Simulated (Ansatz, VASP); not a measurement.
PbS: VASP beside Ansatz

```xyz
2
Lattice="4.0482 0.0000 0.0000 -2.0241 3.5058 0.0000 0.0000 0.0000 3.7842" Properties=species:S:1:pos:R:3 pbc="T T T"
Pb    0.0000    0.0000    0.0000
S     2.0241    1.1686    1.8921
```

Alike in both runs: task single point; functional r2SCAN; k mesh 10 × 10 × 10; occupations tetrahedron; no spin polarisation.

|  | VASP | Ansatz |
| --- | --- | --- |
| version | VASP 6.6.1 | Ansatz 0.2.0 |
| potentials or method | VASP PAW PBE potentials, release 64 (Pb_d, S), cutoff 520 eV | scalar-relativistic, plane waves, PAW |
| valence electrons in the cell | 20 | 20 |

```tsv
	VASP	Ansatz	Ansatz less VASP
gap on the k mesh at the Fermi level (eV)	none	none	-
pressure (GPa)	0.1	0.1	+0.01
traceless stress, the component that is largest in VASP (GPa)	-0.12	-0.12	-0.008
```

VASP's potentials were made for PBE, not for r2SCAN. A gap of «none» marks a metal or a gap that the smearing closes. Ansatz's warnings: band table not solved further, tetrahedron derivatives may miss energy slope.

Spin-orbit coupling is off throughout.
